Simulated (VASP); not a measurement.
# MgS (R3m) in VASP: further runs

The runs below take MgS through single point, with r2SCAN, HSE06.

Program: VASP 6.6.1. These are calculated values, not measurements. Logs are shortened: lines on timing, memory, paths and dates and some standing lists are left out, and cuts for length are marked.

## 1. The cell of the first run

It takes space group R3m (No. 160, trigonal). The conventional cell has a = 3.923 Å, b = 3.923 Å, c = 9.958 Å, α = 90.00°, β = 90.00°, γ = 120.00°. Within 3.2 Å of Mg (site symmetry 3m) lie 4 S at 2.43 to 2.45 Å. S (site symmetry 3m) has 4 Mg at 2.43 to 2.45 Å within 3.2 Å.

## 2. Single point, r2SCAN (epitaxial 111 strain -2.0%)

Contents of POSCAR:

```
MgS
1.0
    0.0668512600      2.8411105644      2.8411105644
    2.8411105644      0.0668512600      2.8411105644
    2.8411105644      2.8411105644      0.0668512600
Mg S
1 1
Direct
    0.0022259132      0.0022259132      0.0022259132
    0.2477740868      0.2477740868      0.2477740868
```

Contents of INCAR.step1:

```
PREC     = Accurate       # precision mode
ENCUT    = 520            # plane-wave cutoff, eV
ISMEAR   = 0              # smearing method
SIGMA    = 0.01           # smearing width, eV
LREAL    = F              # projectors in reciprocal space
LASPH    = T              # aspherical terms in the spheres
NELM     = 80             # most SCF steps
NBANDS   = 11             # bands
GGA      = PE             # functional
ALGO     = Normal         # electronic algorithm
EDIFF    = 1E-4           # SCF threshold, eV
LWAVE    = T              # write WAVECAR
LCHARG   = F              # write CHGCAR
```

Contents of INCAR.step2:

```
PREC     = Accurate       # precision mode
ENCUT    = 520            # plane-wave cutoff, eV
EDIFF    = 1E-7           # SCF threshold, eV
ISMEAR   = 0              # smearing method
SIGMA    = 0.01           # smearing width, eV
LREAL    = F              # projectors in reciprocal space
LASPH    = T              # aspherical terms in the spheres
NELM     = 80             # most SCF steps
ALGO     = Normal         # electronic algorithm
ISIF     = 2              # what is computed and relaxed
LWAVE    = F              # write WAVECAR
LCHARG   = T              # write CHGCAR
METAGGA  = R2SCAN         # meta-GGA
LMIXTAU  = T            
LELF     = T              # ELF
LVHAR    = T            
NBANDS   = 11             # bands
ISTART   = 1
```

Contents of KPOINTS:

```
Automatic mesh
0
Gamma
  8 8 8
```

Potentials or basis: VASP PAW PBE potentials, release 64 (Mg, S).

On the command line:

```console
$ cat potpaw_PBE.64/Mg/POTCAR potpaw_PBE.64/S/POTCAR > POTCAR
$ cp INCAR.step1 INCAR
$ mpirun -np 1 vasp_std > vasp.out
$ cp INCAR.step2 INCAR
$ mpirun -np 1 vasp_std > vasp.out
```

OUTCAR:

```text
PREC = Accurate
   ENCUT = 520
   EDIFF = 1E-7
   ISMEAR = 0
   LREAL = F
   LASPH = T
   NELM = 80
   ISIF = 2
   METAGGA = R2SCAN
   ISTART = 1

 ion  position               nearest neighbor table
   1  0.002  0.002  0.002-   2 2.43   2 2.43   2 2.43   2 2.45
   2  0.248  0.248  0.248-   1 2.43   1 2.43   1 2.43   1 2.45

  LATTYP: Found a trigonal (rhomboedric) cell.
 ALAT       =     4.0184931964
 COS(alpha) =     0.5233850862

  Lattice vectors:

 A1 = (   0.0668512600,   2.8411105644,   2.8411105644)
 A2 = (   2.8411105644,   0.0668512600,   2.8411105644)
 A3 = (   2.8411105644,   2.8411105644,   0.0668512600)

Analysis of symmetry for initial positions (statically):
=====================================================================
 Subroutine PRICEL returns:
 Original cell was already a primitive cell.

 Routine SETGRP: Setting up the symmetry group for a
 trigonal (rhombohedral) supercell.

 Subroutine GETGRP returns: Found  6 space group operations
 (whereof  6 operations were pure point group operations)
 out of a pool of 12 trial point group operations.

The static configuration has the point symmetry C_3v.

Analysis of symmetry for dynamics (positions and initial velocities):
=====================================================================
 Subroutine PRICEL returns:
 Original cell was already a primitive cell.

 Routine SETGRP: Setting up the symmetry group for a
 trigonal (rhombohedral) supercell.

 Subroutine GETGRP returns: Found  6 space group operations
 (whereof  6 operations were pure point group operations)
 out of a pool of 12 trial point group operations.

The dynamic configuration has the point symmetry C_3v.

 Subroutine INISYM returns: Found  6 space group operations
 (whereof  6 operations are pure point group operations),
 and found     1 'primitive' translations

----------------------------------------------------------------------------------------

                                     Primitive cell

  volume of cell :      44.2478

  direct lattice vectors                    reciprocal lattice vectors
     0.066851260  2.841110564  2.841110564    -0.182324014  0.178132559  0.178132559
     2.841110564  0.066851260  2.841110564     0.178132559 -0.182324014  0.178132559
     2.841110564  2.841110564  0.066851260     0.178132559  0.178132559 -0.182324014

  length of vectors
     4.018493196  4.018493196  4.018493196     0.310973412  0.310973412  0.310973412

  position of ions in fractional coordinates (direct lattice)
     0.002225913  0.002225913  0.002225913
     0.247774087  0.247774087  0.247774087

  ion indices of the primitive-cell ions
   primitive index   ion index
                 1           1
                 2           2

----------------------------------------------------------------------------------------

 KPOINTS: Automatic mesh

Automatic generation of k-mesh.
 Grid dimensions read from file:
 generate k-points for:    8    8    8

 Generating k-lattice:

  Cartesian coordinates                     Fractional coordinates (reciprocal lattice)
    -0.022790502  0.022266570  0.022266570     0.125000000  0.000000000 -0.000000000
     0.022266570 -0.022790502  0.022266570     0.000000000  0.125000000 -0.000000000
     0.022266570  0.022266570 -0.022790502     0.000000000  0.000000000  0.125000000

  Length of vectors
     0.038871677  0.038871677  0.038871677

  Shift w.r.t. Gamma in fractional coordinates (k-lattice)
     0.000000000  0.000000000  0.000000000

 Subroutine IBZKPT returns following result:
 ===========================================

 Found     65 irreducible k-points:

 Following reciprocal coordinates:
            Coordinates               Weight
  0.000000  0.000000  0.000000      1.000000
  0.125000 -0.000000 -0.000000      6.000000
  0.250000 -0.000000 -0.000000      6.000000
  0.375000 -0.000000 -0.000000      6.000000
  0.500000 -0.000000 -0.000000      3.000000
  0.125000  0.125000 -0.000000      6.000000
[... 16 lines left out ...]
  0.250000  0.125000  0.125000      6.000000
  0.375000  0.125000  0.125000      6.000000
 [... further k-points ...]
   k-points           NKPTS =     65   k-points in BZ     NKDIM =     65   number of bands    NBANDS=     11
   number of dos      NEDOS =    301   number of ions     NIONS =      2
   total plane-waves  NPLWV =  27000
   dimension x,y,z NGX =    30 NGY =   30 NGZ =   30
   dimension x,y,z NGXF=    60 NGYF=   60 NGZF=   60
   ions per type =               1   1
   NGX,Y,Z   is equivalent  to a cutoff of  12.41, 12.41, 12.41 a.u.
   NGXF,Y,Z  is equivalent  to a cutoff of  24.82, 24.82, 24.82 a.u.
 SYSTEM =  unknown system
   PREC   = accura    normal or accurate (medium, high low for compatibility)
   ISTART =      1    job   : 0-new  1-cont  2-samecut
   ICHARG =      0    charge: 1-file 2-atom 10-const
   ISPIN  =      1    spin polarized calculation?
   LNONCOLLINEAR =      F non collinear calculations
   LSORBIT =      F    spin-orbit coupling
   LASPH  =      T    aspherical Exc in radial PAW
   ENCUT  =  520.0 eV  38.22 Ry    6.18 a.u.   7.47  7.47  7.47*2*pi/ulx,y,z
   NELM   =     80;   NELMIN=  2; NELMDL=  0     # of ELM steps
   EDIFF  = 0.1E-06   stopping-criterion for ELM
   LREAL  =      F    real-space projection
   EDIFFG = 0.1E-05   stopping-criterion for IOM
   NSW    =      0    number of steps for IOM
   IBRION =     -1    ionic relax: 0-MD 1-quasi-New 2-CG
   NFREE  =      0    steps in history (QN), initial steepest desc. (CG)
   ISIF   =      2    stress and relaxation
   ISYM   =      2    0-nonsym 1-usesym 2-fastsym
   POTIM  = 0.5000    time-step for ionic-motion
   TEBEG  =    0.0;   TEEND  =   0.0 temperature during run
   PSTRESS=    0.0 pullay stress
   NELECT =       8.0000    total number of electrons
   NUPDOWN=      -1.0000    fix difference up-down
   EMIN   =  10.00;   EMAX   =-10.00  energy-range for DOS
   EFERMI =   0.00;   METHOD = LEGACY
   ISMEAR =     0;   SIGMA  =   0.01  broadening in eV -4-tet -1-fermi 0-gaus
   EFERMI_NEDOS =   21; number of points for ismear=-14 and -15
   IALGO  =     38    algorithm
   IMIX   =      4    mixing-type and parameters
     AMIX     =   0.40;   BMIX     =  1.00
     AMIX_MAG =   1.60;   BMIX_MAG =  1.00
  volume/ion in A,a.u.               =      22.12       149.30
  Fermi-wavevector in a.u.,A,eV,Ry     =   0.925708  1.749335 11.659322  0.856936
  Thomas-Fermi vector in A             =   2.051592
   LORBIT       =      0    0 simple, 1 ext, 2 COOP (PROOUT), +10 PAW based schemes
   METAGGA = R2SCAN    functional components
   LHFCALC =     F    Hartree Fock is set to
   AEXX    =    0.0000 exact exchange contribution
   IVDW    =     0    specifies the selected vdW correction
   LEPSILON=     F    determine dielectric tensor
   LRPA    =     F    only Hartree local field effects (RPA)
 non-spin polarized calculation
 Gauss-broadening in eV      SIGMA  =   0.01
  energy-cutoff  :      520.00
  volume of cell :       44.25
 maximum number of plane-waves:      1219
 NGX is ok and might be reduce to    30
   NGX = 15   NGY = 15   NGZ = 15

 number of electron       8.0000000 magnetization

 Free energy of the ion-electron system (eV)
  ---------------------------------------------------
  ext. energy  EPLUGINS =         0.00000000
  ---------------------------------------------------
  free energy    TOTEN  =       -15.43925732 eV

  energy without entropy =      -15.43925732  energy(sigma->0) =      -15.43925732

 E-fermi :   1.1324     XC(G=0):  -8.8778

 val. band max:        1.0119721365   @ k =   0.0000   0.0000   0.0000
 cond. band min:       5.1696618291   @ k =   0.0000   0.0000   0.0000
 fundamental gap:      4.1576896927
 Fermi energy:         1.1324358691

 k-point     1 :       0.0000    0.0000    0.0000
  band No.  band energies     occupation
      1     -10.8945      2.00000
      2       0.7770      2.00000
      3       1.0120      2.00000
      4       1.0120      2.00000
      5       5.1697      0.00000
      6       9.2886      0.00000
      7       9.7574      0.00000
      8       9.7574      0.00000
      9      12.4460      0.00000
     10      12.4460      0.00000
     11      15.7532      0.00000

 k-point     2 :       0.1250   -0.0000   -0.0000
  band No.  band energies     occupation
      1     -10.7979      2.00000
      2       0.3011      2.00000
      3       0.7580      2.00000
      4       0.9482      2.00000
      5       5.8062      0.00000
      6       9.4578      0.00000
      7       9.6075      0.00000
      8       9.9426      0.00000
      9      11.9058      0.00000
     10      12.0102      0.00000
     11      14.9644      0.00000

 k-point     3 :       0.2500   -0.0000   -0.0000
  band No.  band energies     occupation
      1     -10.5473      2.00000
      2      -0.9150      2.00000
      3       0.6359      2.00000
      4       0.8040      2.00000
      5       6.6356      0.00000
      6       9.5287      0.00000
      7       9.6469      0.00000
      8       9.8774      0.00000
      9      11.8969      0.00000
     10      12.2373      0.00000
     11      14.0565      0.00000

 k-point     4 :       0.3750   -0.0000   -0.0000
  band No.  band energies     occupation
      1     -10.2658      2.00000
      2      -1.9041      2.00000
      3       0.5302      2.00000
      4       0.6719      2.00000
      5       6.7888      0.00000
      6       9.1787      0.00000
      7       9.4333      0.00000
      8      10.1187      0.00000
      9      13.2389      0.00000
     10      13.7362      0.00000
     11      14.1994      0.00000
[... 239 lines left out ...]
 k-point    22 :       0.1250    0.1250    0.1250
  band No.  band energies     occupation
      1     -10.8074      2.00000
      2       0.1198      2.00000
      3       0.9649      2.00000
      4       0.9649      2.00000
      5       5.8458      0.00000
      6       9.1545      0.00000
      7       9.9267      0.00000
      8       9.9267      0.00000
      9      12.0368      0.00000
     10      12.0368      0.00000
     11      15.0747      0.00000

 k-point    23 :       0.2500    0.1250    0.1250
  band No.  band energies     occupation
      1     -10.6642      2.00000
      2      -0.4135      2.00000
      3       0.5213      2.00000
      4       0.9533      2.00000
      5       6.6227      0.00000
      6       9.0930      0.00000
      7       9.8524      0.00000
      8      10.1550      0.00000
      9      11.1371      0.00000
     10      12.4816      0.00000
     11      15.5072      0.00000

 k-point    24 :       0.3750    0.1250    0.1250
  band No.  band energies     occupation
      1     -10.4011      2.00000
      2      -1.2691      2.00000
      3       0.1238      2.00000
      4       0.8065      2.00000
      5       7.3011      0.00000
      6       9.0301      0.00000
      7       9.6804      0.00000
      8       9.9450      0.00000
      9      11.6954      0.00000
     10      13.6612      0.00000
     11      14.8854      0.00000

 [... further k-points ...]
[... 5 lines left out ...]
  --------------------------------------------------------------------------------------
  -------------------------------------------------------------------------------------
  Total        0.3490201      0.3490201      0.3490201     -0.2204051     -0.2204051     -0.2204051
  in kB       12.6377313     12.6377313     12.6377313     -7.9806883     -7.9806883     -7.9806883
  external PRESSURE =      12.6377313 kB  Pullay stress =       0.0000000 kB

 VOLUME and BASIS-vectors are now :
 -----------------------------------------------------------------------------
  energy-cutoff  :      520.00
  volume of cell :       44.25
      direct lattice vectors                 reciprocal lattice vectors
     0.066851260  2.841110564  2.841110564    -0.182324014  0.178132559  0.178132559
     2.841110564  0.066851260  2.841110564     0.178132559 -0.182324014  0.178132559
     2.841110564  2.841110564  0.066851260     0.178132559  0.178132559 -0.182324014

 POSITION                                       TOTAL-FORCE (eV/Angst)
 -----------------------------------------------------------------------------------
      0.01280      0.01280      0.01280        -0.001233     -0.001233     -0.001233
      1.42447      1.42447      1.42447         0.001233      0.001233      0.001233
 -----------------------------------------------------------------------------------
    total drift:                               -0.001655     -0.001655     -0.001655

  FREE ENERGIE OF THE ION-ELECTRON SYSTEM (eV)
  ---------------------------------------------------
  free  energy   TOTEN  =       -15.4392573163 eV

  energy  without entropy=      -15.4392573163  energy(sigma->0) =      -15.43925732
```

Run time: 2 min. Hardware: 1 thread of Intel Xeon Platinum 8259CL at 2.50GHz (Skylake/Cascade Lake), shared host; peak memory 0.19 GiB.

What came out:

```yaml
Free_energy: -15.4393 eV
Pressure: 1.3 GPa
Band_gap_on_the_k_mesh: 4.16 eV, direct
```

Forces in eV/Å, atoms in the order of the input:
```
Mg  -0.001 -0.001 -0.001
S    0.001  0.001  0.001
```

Stress tensor (GPa, compression positive):
```
 1.26 -0.80 -0.80
-0.80  1.26 -0.80
-0.80 -0.80  1.26
```

Caveat: the cell differs from its parent crystal (epitaxial 111 strain -2.0%); the PAW data sets were made with another functional, which shifts forces and pressure a little.

## 3. Single point, r2SCAN (epitaxial 111 strain -1.0%)

Contents of POSCAR:

```
MgS
1.0
    0.0333446951      2.8359127679      2.8359127679
    2.8359127679      0.0333446951      2.8359127679
    2.8359127679      2.8359127679      0.0333446951
Mg S
1 1
Direct
    0.0011245605      0.0011245605      0.0011245605
    0.2488754395      0.2488754395      0.2488754395
```

INCAR.step1 is that of step 2.

INCAR.step2, as its differences from that of step 2:

```diff
@@ -11,7 +11,5 @@
 LWAVE    = F              # write WAVECAR
-LCHARG   = T              # write CHGCAR
+LCHARG   = F              # write CHGCAR
 METAGGA  = R2SCAN         # meta-GGA
 LMIXTAU  = T            
-LELF     = T              # ELF
-LVHAR    = T            
 NBANDS   = 11             # bands
```

Contents of KPOINTS:

```
regular mesh
0
Gamma
  8 8 8
```

Potentials or basis: VASP PAW PBE potentials, release 64 (Mg, S).

On the command line:

```console
$ cat potpaw_PBE.64/Mg/POTCAR potpaw_PBE.64/S/POTCAR > POTCAR
$ cp INCAR.step1 INCAR
$ mpirun -np 1 vasp_std > vasp.out
$ cp INCAR.step2 INCAR
$ mpirun -np 1 vasp_std > vasp.out
```

It took 2 min on 1 thread of Intel Xeon Platinum 8259CL at 2.50GHz (Skylake/Cascade Lake), shared host; peak memory 0.19 GiB.

It converged, with:

* Free energy: -15.4483 eV
* Pressure: 0.5 GPa
* Largest force: 0.003 eV/Å
* Band gap on the k mesh: 4.15 eV, direct

Forces on the atoms (eV/Å):
```
Mg  -0.002 -0.002 -0.002
S    0.002  0.002  0.002
```

Stress tensor (GPa, compression positive):
```
 0.48 -0.39 -0.39
-0.39  0.48 -0.39
-0.39 -0.39  0.48
```

Levels at points of the mesh, in eV from the valence-band top:
| k point | band 2 | band 3 | band 4 | band 5 | band 6 | band 7 |
| --- | --- | --- | --- | --- | --- | --- |
| (0.00, 0.00, 0.00) | -0.11 | 0.00 | 0.00 | 4.15 | 8.43 | 8.67 |
| (0.50, 0.00, 0.00) | -3.22 | -0.42 | -0.36 | 5.77 | 8.09 | 8.22 |
| (0.50, 0.50, 0.00) | -2.89 | -1.16 | -1.05 | 4.27 | 6.24 | 12.21 |
| (0.50, 0.50, 0.50) | -3.26 | -0.31 | -0.31 | 5.88 | 8.29 | 8.29 |

Caveat: the cell differs from its parent crystal (epitaxial 111 strain -1.0%); the PAW data sets were made with another functional, which shifts forces and pressure a little.

## 4. Single point, r2SCAN (epitaxial 111 strain +1.0%)

Contents of POSCAR:

```
MgS
1.0
   -0.0326539317      2.8265316779      2.8265316779
    2.8265316779     -0.0326539317      2.8265316779
    2.8265316779      2.8265316779     -0.0326539317
Mg S
1 1
Direct
   -0.0010537180     -0.0010537180     -0.0010537180
    0.2510537180      0.2510537180      0.2510537180
```

Contents of INCAR.step1:

```
SYSTEM = MgS
ALGO = Normal
EDIFF = 1E-4
ENCUT = 520
GGA = PE
ISMEAR = 0
LASPH = .True.
LCHARG = .False.
LREAL = .False.
LWAVE = .True.
NBANDS = 11
NELM = 60
PREC = Accurate
SIGMA = 0.01
```

Contents of INCAR.step2:

```
SYSTEM = MgS
ALGO = Normal
EDIFF = 1E-7
ENCUT = 520
ISIF = 2
ISMEAR = 0
ISTART = 1
LASPH = .True.
LCHARG = .False.
LMIXTAU = .True.
LREAL = .False.
LWAVE = .False.
METAGGA = R2SCAN
NBANDS = 11
NELM = 60
PREC = Accurate
SIGMA = 0.01
```

Contents of KPOINTS:

```
k-points
0
Gamma
  8 8 8
  0 0 0
```

On the command line:

```console
$ cat potpaw_PBE.64/Mg/POTCAR potpaw_PBE.64/S/POTCAR > POTCAR
$ cp INCAR.step1 INCAR
$ mpirun -np 1 vasp_std > vasp.out
$ cp INCAR.step2 INCAR
$ mpirun -np 1 vasp_std > vasp.out
```

Run time: 2 min. Hardware: 1 thread of Intel Xeon Platinum 8259CL at 2.50GHz (Skylake/Cascade Lake), shared host; peak memory 0.19 GiB.

Results (log left out):

| Property | Result |
| --- | --- |
| Free energy | -15.4466 eV |
| Pressure | -1.0 GPa |
| Band gap on the k mesh | 3.99 eV, direct |

Stress tensor (GPa, compression positive):
```
-1.02  0.37  0.37
 0.37 -1.02  0.37
 0.37  0.37 -1.02
```

Levels at points of the mesh, in eV from the valence-band top:
| k point | band 1 | band 2 | band 3 | band 4 | band 5 | band 6 | band 7 | band 8 |
| --- | --- | --- | --- | --- | --- | --- | --- | --- |
| (0.00, 0.00, 0.00) | -11.76 | -0.10 | -0.10 | 0.00 | 3.99 | 8.42 | 8.42 | 8.66 |
| (0.50, 0.00, 0.00) | -11.09 | -3.18 | -0.40 | -0.35 | 5.70 | 8.10 | 8.22 | 9.13 |
| (0.50, 0.50, 0.00) | -10.87 | -2.85 | -1.15 | -1.05 | 4.26 | 6.18 | 11.92 | 13.07 |
| (0.50, 0.50, 0.50) | -11.06 | -3.14 | -0.45 | -0.45 | 5.60 | 8.03 | 8.03 | 9.14 |

Caveat: the cell differs from its parent crystal (epitaxial 111 strain +1.0%); the PAW data sets were made with another functional, which shifts forces and pressure a little. A k mesh can miss the band edges.

(Continued in part 2 of 2.)
